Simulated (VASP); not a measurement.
Se: single point with PBE

The system is Se.

```
Se
1.0
     1.93185   -1.11536    3.15764
     0.00000    2.23071    3.15764
    -1.93185   -1.11536    3.15764
Se
2
Direct
  0.25000 0.25000 0.25000
  0.75000 0.75000 0.75000
```

This cell differs from its parent crystal: volume scaled by 0.9.

```
Program                : VASP 6.6.1
Task                   : single point
Functional             : PBE
Potentials or basis    : VASP PAW PBE potentials, release 64 (Se)
Cutoff                 : 520 eV
k mesh                 : 13 × 13 × 13
Occupations            : fermi-dirac, width 0.08 eV
Spin                   : no spin polarisation
Dipole correction      : no
Further INCAR settings : ALGO = Normal; EDIFF = 1e-06; NBANDS = 13
```

```json
{"Pressure": "9.4 GPa", "Band gap on the k mesh": "zero (band 6 reaches 8.61 eV, above the bottom of band 7 at 3.76 eV)"}
```

Levels at points of the mesh, in eV from the Fermi level:
```
           k point  band 4  band 5  band 6  band 7  band 8  band 9
(0.00, 0.00, 0.00)   -3.75   -3.75    1.54    1.54    1.54    5.43
```

Wall time 46 s on 1 thread of Intel(R) Xeon(R) 6975P-C (Granite Rapids), with other jobs on the host, peak memory 0.24 GiB.
